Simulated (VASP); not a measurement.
# Pb (Im-3m) in VASP: notebook

Aim: see how the results for Pb move with the level of theory and the settings. Levels: pbe exchange, pbesol correlation. Tasks: single point.

Everything below comes from runs of VASP 6.6.1. Logs are shortened: lines on timing, memory, paths and dates and some standing lists are left out, and cuts for length are marked.

## (1) The cell of the first run

Symmetry: Im-3m, No. 229, cubic system. Conventional cell: a = 3.933 Å, b = 3.933 Å, c = 3.933 Å, α = 90.00°, β = 90.00°, γ = 90.00°. Pb (site symmetry m-3m) has 14 Pb at 3.41 to 3.93 Å within 4.5 Å.

This isn't the form of Pb at room conditions, which is fcc.

## (2) Single point, pbe exchange, pbesol correlation (30.41 Å³/atom)

Contents of INCAR:

```
ALGO = Normal
EDIFF = 1E-6
ENCUT = 500
GGA = LIBXC
GGA_COMPAT = False
ISIF = 2
ISMEAR = 0
LASPH = True
LCHARG = True
LELF = True
LIBXC1 = GGA_X_PBE
LIBXC2 = GGA_C_PBE_SOL
LREAL = False
LVHAR = True
LWAVE = False
NBANDS = 13
NELM = 120
PREC = Accurate
SIGMA = 0.01
```

Contents of KPOINTS:

```
k-points
0
Gamma
  9 9 9
```

Contents of POSCAR:

```
Pb
1.0
   -1.9663728605      1.9663728605      1.9663728605
    1.9663728605     -1.9663728605      1.9663728605
    1.9663728605      1.9663728605     -1.9663728605
Pb
1
Direct
    0.0000000000      0.0000000000      0.0000000000
```

Potentials or basis: VASP PAW PBE potentials, release 64 (Pb_d).

Command:

```console
> cat potpaw_PBE.64/Pb_d/POTCAR > POTCAR
> mpirun -np 1 vasp_std > vasp.out
```

OUTCAR:

```text
EDIFF = 1E-6
   ENCUT = 500
   GGA = LIBXC
   ISIF = 2
   ISMEAR = 0
   LASPH = True
   LREAL = False
   NELM = 120
   PREC = Accurate

 ion  position               nearest neighbor table
   1  0.000  0.000  0.000-

  LATTYP: Found a body centered cubic cell.
 ALAT       =     3.9327457210

  Lattice vectors:

 A1 = (  -1.9663728605,   1.9663728605,   1.9663728605)
 A2 = (   1.9663728605,  -1.9663728605,   1.9663728605)
 A3 = (   1.9663728605,   1.9663728605,  -1.9663728605)

Analysis of symmetry for initial positions (statically):
=====================================================================
 Subroutine PRICEL returns:
 Original cell was already a primitive cell.

 Routine SETGRP: Setting up the symmetry group for a
 body centered cubic supercell.

 Subroutine GETGRP returns: Found 48 space group operations
 (whereof 48 operations were pure point group operations)
 out of a pool of 48 trial point group operations.

The static configuration has the point symmetry O_h .

Analysis of symmetry for dynamics (positions and initial velocities):
=====================================================================
 Subroutine PRICEL returns:
 Original cell was already a primitive cell.

 Routine SETGRP: Setting up the symmetry group for a
 body centered cubic supercell.

 Subroutine GETGRP returns: Found 48 space group operations
 (whereof 48 operations were pure point group operations)
 out of a pool of 48 trial point group operations.

The dynamic configuration has the point symmetry O_h .

 Subroutine INISYM returns: Found 48 space group operations
 (whereof 48 operations are pure point group operations),
 and found     1 'primitive' translations

----------------------------------------------------------------------------------------

                                     Primitive cell

  volume of cell :      30.4129

  direct lattice vectors                    reciprocal lattice vectors
    -1.966372860  1.966372860  1.966372860     0.000000000  0.254275275  0.254275275
     1.966372860 -1.966372860  1.966372860     0.254275275  0.000000000  0.254275275
     1.966372860  1.966372860 -1.966372860     0.254275275  0.254275275  0.000000000

  length of vectors
     3.405857701  3.405857701  3.405857701     0.359599543  0.359599543  0.359599543

  position of ions in fractional coordinates (direct lattice)
     0.000000000  0.000000000  0.000000000

  ion indices of the primitive-cell ions
   primitive index   ion index
                 1           1

----------------------------------------------------------------------------------------

 KPOINTS: k-points

Automatic generation of k-mesh.
 Grid dimensions read from file:
 generate k-points for:    9    9    9

 Generating k-lattice:

  Cartesian coordinates                     Fractional coordinates (reciprocal lattice)
     0.000000000  0.028252808  0.028252808     0.111111111  0.000000000  0.000000000
     0.028252808  0.000000000  0.028252808     0.000000000  0.111111111  0.000000000
     0.028252808  0.028252808  0.000000000     0.000000000  0.000000000  0.111111111

  Length of vectors
     0.039955505  0.039955505  0.039955505

  Shift w.r.t. Gamma in fractional coordinates (k-lattice)
     0.000000000  0.000000000  0.000000000

 Subroutine IBZKPT returns following result:
 ===========================================

 Found     35 irreducible k-points:

 Following reciprocal coordinates:
            Coordinates               Weight
  0.000000  0.000000  0.000000      1.000000
  0.111111  0.000000  0.000000     12.000000
  0.222222  0.000000  0.000000     12.000000
  0.333333  0.000000  0.000000     12.000000
  0.444444  0.000000  0.000000     12.000000
  0.111111  0.111111  0.000000     24.000000
[... 16 lines left out ...]
 -0.333333  0.444444  0.111111     48.000000
 -0.444444 -0.444444  0.111111     24.000000
 [... further k-points ...]
   k-points           NKPTS =     35   k-points in BZ     NKDIM =     35   number of bands    NBANDS=     13
   number of dos      NEDOS =    301   number of ions     NIONS =      1
   total plane-waves  NPLWV =  21952
   dimension x,y,z NGX =    28 NGY =   28 NGZ =   28
   dimension x,y,z NGXF=    56 NGYF=   56 NGZF=   56
   ions per type =               1
   NGX,Y,Z   is equivalent  to a cutoff of  13.67, 13.67, 13.67 a.u.
   NGXF,Y,Z  is equivalent  to a cutoff of  27.33, 27.33, 27.33 a.u.
 SYSTEM =  unknown system
   PREC   = accura    normal or accurate (medium, high low for compatibility)
   ISTART =      0    job   : 0-new  1-cont  2-samecut
   ICHARG =      2    charge: 1-file 2-atom 10-const
   ISPIN  =      1    spin polarized calculation?
   LNONCOLLINEAR =      F non collinear calculations
   LSORBIT =      F    spin-orbit coupling
   LASPH  =      T    aspherical Exc in radial PAW
   ENCUT  =  500.0 eV  36.75 Ry    6.06 a.u.   6.21  6.21  6.21*2*pi/ulx,y,z
   NELM   =    120;   NELMIN=  2; NELMDL= -5     # of ELM steps
   EDIFF  = 0.1E-05   stopping-criterion for ELM
   LREAL  =      F    real-space projection
   EDIFFG = 0.1E-04   stopping-criterion for IOM
   NSW    =      0    number of steps for IOM
   IBRION =     -1    ionic relax: 0-MD 1-quasi-New 2-CG
   NFREE  =      0    steps in history (QN), initial steepest desc. (CG)
   ISIF   =      2    stress and relaxation
   ISYM   =      2    0-nonsym 1-usesym 2-fastsym
   POTIM  = 0.5000    time-step for ionic-motion
   TEBEG  =    0.0;   TEEND  =   0.0 temperature during run
   PSTRESS=    0.0 pullay stress
   NELECT =      14.0000    total number of electrons
   NUPDOWN=      -1.0000    fix difference up-down
   EMIN   =  10.00;   EMAX   =-10.00  energy-range for DOS
   EFERMI =   0.00;   METHOD = LEGACY
   ISMEAR =     0;   SIGMA  =   0.01  broadening in eV -4-tet -1-fermi 0-gaus
   EFERMI_NEDOS =   21; number of points for ismear=-14 and -15
   IALGO  =     38    algorithm
   IMIX   =      4    mixing-type and parameters
     AMIX     =   0.40;   BMIX     =  1.00
     AMIX_MAG =   1.60;   BMIX_MAG =  1.00
  volume/ion in A,a.u.               =      30.41       205.24
  Fermi-wavevector in a.u.,A,eV,Ry     =   1.264052  2.388712 21.739766  1.597828
  Thomas-Fermi vector in A             =   2.397377
   LORBIT       =      0    0 simple, 1 ext, 2 COOP (PROOUT), +10 PAW based schemes
   GGA     = LIBXC    functional components
   LHFCALC =     F    Hartree Fock is set to
   AEXX    =    0.0000 exact exchange contribution
   IVDW    =     0    specifies the selected vdW correction
   LEPSILON=     F    determine dielectric tensor
   LRPA    =     F    only Hartree local field effects (RPA)
 non-spin polarized calculation
 Gauss-broadening in eV      SIGMA  =   0.01
  energy-cutoff  :      500.00
  volume of cell :       30.41
 maximum number of plane-waves:       780
 NGX is ok and might be reduce to    28
   NGX = 13   NGY = 13   NGZ = 13

 number of electron      14.0000004 magnetization

 Free energy of the ion-electron system (eV)
  ---------------------------------------------------
  ext. energy  EPLUGINS =         0.00000000
  ---------------------------------------------------
  free energy    TOTEN  =        -3.42188582 eV

  energy without entropy =       -3.42184435  energy(sigma->0) =       -3.42186508

 E-fermi :   7.3703     XC(G=0): -10.1660

 val. band max:        7.1477092499   @ k =   0.3333   0.2222  -0.0000
 cond. band min:       7.3825485429   @ k =  -0.2222   0.3333   0.1111
 fundamental gap:      0.2348392930
 Fermi energy:         7.3703037769

 k-point     1 :       0.0000    0.0000    0.0000
  band No.  band energies     occupation
      1      -9.9582      2.00000
      2      -9.9582      2.00000
      3      -9.9582      2.00000
      4      -9.7198      2.00000
      5      -9.7198      2.00000
      6      -4.5512      2.00000
      7      14.7379      0.00000
      8      14.7379      0.00000
      9      14.7379      0.00000
     10      18.4145      0.00000
     11      18.4145      0.00000
     12      18.4145      0.00000
     13      19.1340      0.00000

 k-point     2 :       0.1111    0.0000    0.0000
  band No.  band energies     occupation
      1      -9.9681      2.00000
      2      -9.9464      2.00000
      3      -9.9150      2.00000
      4      -9.7305      2.00000
      5      -9.7207      2.00000
      6      -4.3015      2.00000
      7      12.5475      0.00000
      8      13.9666      0.00000
      9      14.4159      0.00000
     10      17.1878      0.00000
     11      17.8534      0.00000
     12      18.2629      0.00000
     13      20.2538      0.00000

 k-point     3 :       0.2222    0.0000    0.0000
  band No.  band energies     occupation
      1      -9.9929      2.00000
      2      -9.9283      2.00000
      3      -9.8038      2.00000
      4      -9.7496      2.00000
      5      -9.7231      2.00000
      6      -3.5548      2.00000
      7       9.1215      0.00000
      8      12.5556      0.00000
      9      13.6260      0.00000
     10      15.9868      0.00000
     11      17.0803      0.00000
     12      18.6698      0.00000
     13      20.8546      0.00000

 k-point     4 :       0.3333    0.0000    0.0000
  band No.  band energies     occupation
      1     -10.0209      2.00000
      2      -9.9348      2.00000
      3      -9.7496      2.00000
      4      -9.7255      2.00000
      5      -9.6735      2.00000
      6      -2.3576      2.00000
      7       5.9606      2.00000
      8      11.3588      0.00000
      9      12.8518      0.00000
     10      15.2455      0.00000
     11      16.5364      0.00000
     12      19.7467      0.00000
     13      21.3642      0.00000

 k-point     5 :       0.4444    0.0000    0.0000
  band No.  band energies     occupation
      1     -10.0392      2.00000
      2      -9.9538      2.00000
      3      -9.7375      2.00000
      4      -9.7269      2.00000
      5      -9.5861      2.00000
      6      -1.0249      2.00000
      7       3.6162      2.00000
      8      10.6980      0.00000
      9      12.4099      0.00000
     10      14.8979      0.00000
     11      16.2650      0.00000
     12      20.9484      0.00000
     13      21.8402      0.00000

 k-point     6 :       0.1111    0.1111    0.0000
  band No.  band energies     occupation
      1      -9.9720      2.00000
      2      -9.9428      2.00000
      3      -9.8386      2.00000
      4      -9.7465      2.00000
      5      -9.7227      2.00000
      6      -3.8028      2.00000
      7      10.3129      0.00000
      8      12.4022      0.00000
      9      13.5317      0.00000
     10      17.2066      0.00000
     11      17.2769      0.00000
     12      18.7265      0.00000
     13      20.7294      0.00000

 k-point     7 :       0.2222    0.1111   -0.0000
  band No.  band energies     occupation
      1      -9.9937      2.00000
      2      -9.9256      2.00000
      3      -9.7592      2.00000
      4      -9.7375      2.00000
      5      -9.7194      2.00000
      6      -2.8259      2.00000
      7       7.4446      0.00000
      8      10.6938      0.00000
      9      12.6207      0.00000
     10      16.4355      0.00000
     11      17.9028      0.00000
     12      18.6911      0.00000
     13      22.1606      0.00000
[... 193 lines left out ...]
 k-point    20 :      -0.3333    0.3333    0.1111
  band No.  band energies     occupation
      1      -9.9745      2.00000
      2      -9.9104      2.00000
      3      -9.7786      2.00000
      4      -9.7405      2.00000
      5      -9.6789      2.00000
      6      -2.1252      2.00000
      7       6.1674      2.00000
      8      10.6126      0.00000
      9      11.7092      0.00000
     10      16.1543      0.00000
     11      17.5958      0.00000
     12      17.6039      0.00000
     13      22.3087      0.00000

 k-point    21 :      -0.2222    0.3333    0.1111
  band No.  band energies     occupation
      1      -9.9383      2.00000
      2      -9.8803      2.00000
      3      -9.7968      2.00000
      4      -9.7590      2.00000
      5      -9.7186      2.00000
      6      -2.3515      2.00000
      7       7.3825      0.08333
      8       9.5947      0.00000
      9      12.0691      0.00000
     10      15.3266      0.00000
     11      17.2365      0.00000
     12      20.2425      0.00000
     13      21.6435      0.00000

 k-point    22 :      -0.4444    0.4444    0.1111
  band No.  band energies     occupation
      1      -9.9914      2.00000
      2      -9.9328      2.00000
      3      -9.7638      2.00000
      4      -9.7464      2.00000
      5      -9.5905      2.00000
      6      -0.8201      2.00000
      7       3.8863      2.00000
      8       9.9804      0.00000
      9      11.3381      0.00000
     10      16.2642      0.00000
     11      17.2949      0.00000
     12      18.4394      0.00000
     13      20.3597      0.00000

 k-point    23 :      -0.3333    0.4444    0.1111
  band No.  band energies     occupation
      1      -9.9495      2.00000
      2      -9.8921      2.00000
      3      -9.7895      2.00000
      4      -9.7569      2.00000
      5      -9.6357      2.00000
      6      -1.0764      2.00000
      7       5.1949      2.00000
      8       8.2818      0.00000
      9      11.8862      0.00000
     10      15.8350      0.00000
     11      16.8947      0.00000
     12      20.0069      0.00000
     13      20.2912      0.00000

 k-point    24 :      -0.4444   -0.4444    0.1111
  band No.  band energies     occupation
      1      -9.9557      2.00000
      2      -9.9010      2.00000
      3      -9.8011      2.00000
      4      -9.7386      2.00000
      5      -9.5996      2.00000
      6      -0.2536      2.00000
      7       3.9840      2.00000
      8       7.8964      0.00000
      9      11.7736      0.00000
     10      16.1380      0.00000
     11      17.5561      0.00000
     12      18.3343      0.00000
     13      20.1165      0.00000

 [... further k-points ...]
[... 5 lines left out ...]
  --------------------------------------------------------------------------------------
  -------------------------------------------------------------------------------------
  Total        0.4399781      0.4399781      0.4399781     -0.0000000      0.0000000      0.0000000
  in kB       23.1784299     23.1784299     23.1784299     -0.0000000      0.0000000      0.0000000
  external PRESSURE =      23.1784299 kB  Pullay stress =       0.0000000 kB

 VOLUME and BASIS-vectors are now :
 -----------------------------------------------------------------------------
  energy-cutoff  :      500.00
  volume of cell :       30.41
      direct lattice vectors                 reciprocal lattice vectors
    -1.966372860  1.966372860  1.966372860     0.000000000  0.254275275  0.254275275
     1.966372860 -1.966372860  1.966372860     0.254275275  0.000000000  0.254275275
     1.966372860  1.966372860 -1.966372860     0.254275275  0.254275275  0.000000000

 POSITION                                       TOTAL-FORCE (eV/Angst)
 -----------------------------------------------------------------------------------
      0.00000      0.00000      0.00000         0.000000      0.000000      0.000000
 -----------------------------------------------------------------------------------
    total drift:                               -0.000000     -0.000000     -0.000000

  FREE ENERGIE OF THE ION-ELECTRON SYSTEM (eV)
  ---------------------------------------------------
  free  energy   TOTEN  =        -3.4218858199 eV

  energy  without entropy=       -3.4218443467  energy(sigma->0) =       -3.42186508
```

Wall time 6.5 s (1 thread of Intel Xeon 6975P-C (Granite Rapids), shared host); peak memory 0.15 GiB.

What came out:

| Item | Value |
| --- | --- |
| Free energy | -3.4219 eV |
| Pressure | 2.3 GPa |
| Band gap on the k mesh | zero (bands 7 and 8 overlap by 9.56 eV) |

Caveat: the PAW data sets were made with another functional, which shifts forces and pressure a little; spin-orbit coupling is left out, which moves the levels of the heavy elements.

## (3) Single point, pbe exchange, pbesol correlation (31.03 Å³/atom)

This run uses another cell than the first one, of 31.03 Å³/atom.

Contents of INCAR:

```
SYSTEM = Pb
ALGO     = Normal         ! electronic algorithm
EDIFF    = 1E-6           ! SCF threshold, eV
ENCUT    = 500            ! plane-wave cutoff, eV
GGA      = LIBXC          ! functional
GGA_COMPAT= .FALSE.      
ISIF     = 2              ! what is computed and relaxed
ISMEAR   = 0              ! smearing method
LASPH    = .TRUE.         ! aspherical terms in the spheres
LCHARG   = .FALSE.        ! write CHGCAR
LIBXC1   = GGA_X_PBE    
LIBXC2   = GGA_C_PBE_SOL
LREAL    = .FALSE.        ! projectors in reciprocal space
LWAVE    = .FALSE.        ! write WAVECAR
NBANDS   = 13             ! bands
NELM     = 120            ! most SCF steps
PREC     = Accurate       ! precision mode
SIGMA    = 0.01           ! smearing width, eV
```

Contents of KPOINTS:

```
k-points
0
G
  9 9 9
  0 0 0
```

Contents of POSCAR:

```
Pb
1.0
   -1.9796595667      1.9796595667      1.9796595667
    1.9796595667     -1.9796595667      1.9796595667
    1.9796595667      1.9796595667     -1.9796595667
Pb
1
Direct
    0.0000000000      0.0000000000      0.0000000000
```

Potentials or basis: VASP PAW PBE potentials, release 64 (Pb_d).

Command:

```console
> cat potpaw_PBE.64/Pb_d/POTCAR > POTCAR
> mpirun -np 1 vasp_std > vasp.out
```

It took 6.2 s on 1 thread of Intel Xeon 6975P-C (Granite Rapids), shared host; peak memory 0.15 GiB.

Results (log left out):

- Free energy: -3.4292 eV
- Pressure: 1.3 GPa
- Band gap on the k mesh: zero (bands 7 and 8 overlap by 9.33 eV)

Levels at points of the mesh, in eV from the Fermi level:
| k point | band 4 | band 5 | band 6 | band 7 | band 8 | band 9 | band 10 | band 11 |
| --- | --- | --- | --- | --- | --- | --- | --- | --- |
| (0.00, 0.00, 0.00) | -17.05 | -17.05 | -11.75 | 7.22 | 7.22 | 7.22 | 11.05 | 11.05 |

Caveat: the PAW data sets were made with another functional, which shifts forces and pressure a little; spin-orbit coupling is left out, which moves the levels of the heavy elements.

[end of part 1 of 2]
